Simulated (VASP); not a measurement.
# Bi (Fd-3m) in VASP: single point with PBE

Aim: the single point of Bi with PBE.

Everything below comes from runs of VASP 6.6.1. Logs are shortened: lines on timing, memory, paths and dates and some standing lists are left out, and cuts for length are marked.

## 1. The cell of the first run

The structure is cubic, space group Fd-3m (No. 227). Conventional cell: a = 7.374 Å, b = 7.374 Å, c = 7.374 Å, α = 90.00°, β = 90.00°, γ = 90.00°. Within 4.2 Å of Bi (site symmetry -43m) lie 4 Bi at 3.19 Å.

This isn't the form of Bi at room conditions, which is rhombohedral.

## 2. Single point, PBE, non-collinear spin, zero start, spin-orbit coupling

The input, INCAR:

```
PREC = Accurate ; ENCUT = 520
EDIFF = 1E-6 ; ISMEAR = -1
SIGMA = 0.05 ; LREAL = False
LASPH = True ; NELM = 150
ALGO = Normal ; ISIF = 2
LWAVE = False ; LCHARG = True
LNONCOLLINEAR = True ; MAGMOM = 0 0 0 0 0 0
LORBIT = 11 ; LSORBIT = True
GGA_COMPAT = False ; LORBMOM = True
GGA = PE ; LVHAR = True
NBANDS = 42
```

The input, KPOINTS:

```
regular mesh
0
Gamma
  11 11 11
```

The input, POSCAR:

```
Bi
1.0
    0.0000000000      3.6868863736      3.6868863736
    3.6868863736      0.0000000000      3.6868863736
    3.6868863736      3.6868863736      0.0000000000
Bi
2
Direct
   -0.1250000000     -0.1250000000     -0.1250000000
    0.1250000000      0.1250000000      0.1250000000
```

Potentials or basis: VASP PAW PBE potentials, release 64 (Bi_d).

Started as:

```
$ cat potpaw_PBE.64/Bi_d/POTCAR > POTCAR
$ mpirun -np 1 vasp_ncl > vasp.out
```

OUTCAR:

```text
PREC = Accurate
   ENCUT = 520
   EDIFF = 1E-6
   ISMEAR = -1
   LREAL = False
   LASPH = True
   NELM = 150
   ISIF = 2
   LNONCOLLINEAR = True
   LORBIT = 11
   LSORBIT = True
   GGA = PE

 ion  position               nearest neighbor table
   1  0.875  0.875  0.875-   2 3.19   2 3.19   2 3.19   2 3.19
   2  0.125  0.125  0.125-   1 3.19   1 3.19   1 3.19   1 3.19

  LATTYP: Found a face centered cubic cell.
 ALAT       =     7.3737727472

  Lattice vectors:

 A1 = (   0.0000000000,   3.6868863736,   3.6868863736)
 A2 = (   3.6868863736,   0.0000000000,   3.6868863736)
 A3 = (   3.6868863736,   3.6868863736,   0.0000000000)

Analysis of symmetry for initial positions (statically):
=====================================================================
 Subroutine PRICEL returns:
 Original cell was already a primitive cell.

 Routine SETGRP: Setting up the symmetry group for a
 face centered cubic supercell.

 Subroutine GETGRP returns: Found 48 space group operations
 (whereof 12 operations were pure point group operations)
 out of a pool of 48 trial point group operations.

The static configuration has the point symmetry D_3d.
 The point group associated with its full space group is O_h .

Analysis of symmetry for dynamics (positions and initial velocities):
=====================================================================
 Subroutine PRICEL returns:
 Original cell was already a primitive cell.

 Routine SETGRP: Setting up the symmetry group for a
 face centered cubic supercell.

 Subroutine GETGRP returns: Found 48 space group operations
 (whereof 12 operations were pure point group operations)
 out of a pool of 48 trial point group operations.

The dynamic configuration has the point symmetry D_3d.
 The point group associated with its full space group is O_h .

Analysis of structural, dynamic, and magnetic symmetry:
=====================================================================
 Subroutine PRICEL returns:
 Original cell was already a primitive cell.

 Routine SETGRP: Setting up the symmetry group for a
 face centered cubic supercell.

 Subroutine GETGRP returns: Found 48 space group operations
 (whereof 12 operations were pure point group operations)
 out of a pool of 48 trial point group operations.

The overall configuration has the point symmetry D_3d.
 The point group associated with its full space group is O_h .

 Subroutine INISYM returns: Found 48 space group operations
 (whereof 12 operations are pure point group operations),
 and found     1 'primitive' translations

[... 1256 lines left out ...]
 -----------------------------------------------------------------------------------
    total drift:                                0.000000     -0.000000     -0.000000

  FREE ENERGIE OF THE ION-ELECTRON SYSTEM (eV)
  ---------------------------------------------------
  free  energy   TOTEN  =        -9.1541052577 eV

  energy  without entropy=       -9.1500744500  energy(sigma->0) =       -9.15208985

 orbital moment (x)

 # of ion     p       d       tot
 ----------------------------------------
  1        -0.000   0.000  -0.000
  2         0.000   0.000   0.000
 ----------------------------------------
            0.000   0.000   0.000

 orbital moment (y)

 # of ion     p       d       tot
 ----------------------------------------
  1         0.000  -0.000   0.000
  2         0.000   0.000   0.000
 ----------------------------------------
            0.000  -0.000   0.000

 orbital moment (z)

 # of ion     p       d       tot
 ----------------------------------------
  1         0.000   0.000   0.000
  2         0.000   0.000   0.000
 ----------------------------------------
            0.000   0.000   0.000

 Spin-Orbit-Coupling matrix elements

 Ion:    1  E_soc:     -1.8510450
 l=   1
     0.0000000    -0.2429646    -0.2429646
    -0.2429646     0.0000000    -0.2429646
    -0.2429646    -0.2429646     0.0000000
 l=   2
     0.0000000    -0.0130410     0.0000000    -0.0130410    -0.0525020
    -0.0130410     0.0000000    -0.0393765    -0.0130410    -0.0131255
     0.0000000    -0.0393765     0.0000000    -0.0393765     0.0000000
    -0.0130410    -0.0130410    -0.0393765     0.0000000    -0.0131255
    -0.0525020    -0.0131255     0.0000000    -0.0131255     0.0000000
 l=   3
     0.0000000     0.0000000     0.0000000     0.0000000     0.0000000     0.0000000     0.0000000
     0.0000000     0.0000000     0.0000000     0.0000000     0.0000000     0.0000000     0.0000000
     0.0000000     0.0000000     0.0000000     0.0000000     0.0000000     0.0000000     0.0000000
     0.0000000     0.0000000     0.0000000     0.0000000     0.0000000     0.0000000     0.0000000
     0.0000000     0.0000000     0.0000000     0.0000000     0.0000000     0.0000000     0.0000000
     0.0000000     0.0000000     0.0000000     0.0000000     0.0000000     0.0000000     0.0000000
     0.0000000     0.0000000     0.0000000     0.0000000     0.0000000     0.0000000     0.0000000

 Ion:    2  E_soc:     -1.8510450
 l=   1
     0.0000000    -0.2429646    -0.2429646
    -0.2429646     0.0000000    -0.2429646
    -0.2429646    -0.2429646     0.0000000
 l=   2
     0.0000000    -0.0130410     0.0000000    -0.0130410    -0.0525020
    -0.0130410     0.0000000    -0.0393765    -0.0130410    -0.0131255
     0.0000000    -0.0393765     0.0000000    -0.0393765     0.0000000
    -0.0130410    -0.0130410    -0.0393765     0.0000000    -0.0131255
    -0.0525020    -0.0131255     0.0000000    -0.0131255     0.0000000
 l=   3
     0.0000000     0.0000000     0.0000000     0.0000000     0.0000000     0.0000000     0.0000000
     0.0000000     0.0000000     0.0000000     0.0000000     0.0000000     0.0000000     0.0000000
     0.0000000     0.0000000     0.0000000     0.0000000     0.0000000     0.0000000     0.0000000
     0.0000000     0.0000000     0.0000000     0.0000000     0.0000000     0.0000000     0.0000000
     0.0000000     0.0000000     0.0000000     0.0000000     0.0000000     0.0000000     0.0000000
     0.0000000     0.0000000     0.0000000     0.0000000     0.0000000     0.0000000     0.0000000
     0.0000000     0.0000000     0.0000000     0.0000000     0.0000000     0.0000000     0.0000000

 total charge

# of ion       s       p       d       tot
------------------------------------------
    1        1.533   1.337   9.901  12.772
    2        1.533   1.337   9.901  12.772
--------------------------------------------------
tot          3.066   2.675  19.802  25.543

 magnetization (x)

# of ion       s       p       d       tot
------------------------------------------
    1        0.000   0.000   0.000   0.000
    2        0.000   0.000  -0.000   0.000
--------------------------------------------------
tot          0.000   0.000   0.000   0.000

 magnetization (y)

# of ion       s       p       d       tot
------------------------------------------
    1        0.000   0.000   0.000   0.000
    2        0.000   0.000   0.000   0.000
--------------------------------------------------
tot          0.000   0.000   0.000   0.000

 magnetization (z)

# of ion       s       p       d       tot
------------------------------------------
    1        0.000   0.000   0.000   0.000
    2        0.000   0.000   0.000   0.000
--------------------------------------------------
tot          0.000   0.000   0.000   0.000
```

OSZICAR:

```text
N       E                     dE             d eps       ncg     rms          rms(c)
DAV:   1     0.334359470086E+03    0.33436E+03   -0.15168E+04  4704   0.153E+03
DAV:   2     0.302652163579E+02   -0.30409E+03   -0.29621E+03  4768   0.438E+02
DAV:   3    -0.718351060812E+01   -0.37449E+02   -0.36606E+02  5610   0.180E+02
DAV:   4    -0.908820009679E+01   -0.19047E+01   -0.18978E+01  5344   0.434E+01
DAV:   5    -0.918636673369E+01   -0.98167E-01   -0.98156E-01  6442   0.881E+00    0.114E+00
DAV:   6    -0.916448816208E+01    0.21879E-01   -0.40392E-02  6196   0.174E+00    0.702E-01
DAV:   7    -0.915326192405E+01    0.11226E-01   -0.19657E-02  5770   0.733E-01    0.575E-01
DAV:   8    -0.915344875331E+01   -0.18683E-03   -0.17542E-03  6372   0.264E-01    0.903E-02
DAV:   9    -0.915383696826E+01   -0.38821E-03   -0.27971E-04  4932   0.164E-01    0.425E-02
DAV:  10    -0.915406367438E+01   -0.22671E-03   -0.19950E-04  4880   0.642E-02    0.117E-02
DAV:  11    -0.915410190638E+01   -0.38232E-04   -0.54711E-05  5512   0.408E-02    0.981E-03
DAV:  12    -0.915410464863E+01   -0.27423E-05   -0.40126E-06  4348   0.976E-03    0.519E-03
DAV:  13    -0.915410525768E+01   -0.60905E-06   -0.72952E-07  3642   0.104E-02
   1 F= -.91541053E+01 E0= -.91520899E+01  d E =-.403081E-02  mag=     0.0000    -0.0000     0.0000
```

Wall time 6.6 min (1 thread of Oxide Virtual Turin-like, shared host); peak memory 0.64 GiB.

What came out:

- Free energy: -9.1541 eV
- Pressure: -0.1 GPa
- Net moment: 0.00 μB per cell
- Valence electrons inside the program's atomic spheres: Bi 12.77

Moments on the atoms (μB; x, y, z):
```
Bi  0.00 0.00 0.00
Bi  0.00 0.00 0.00
```
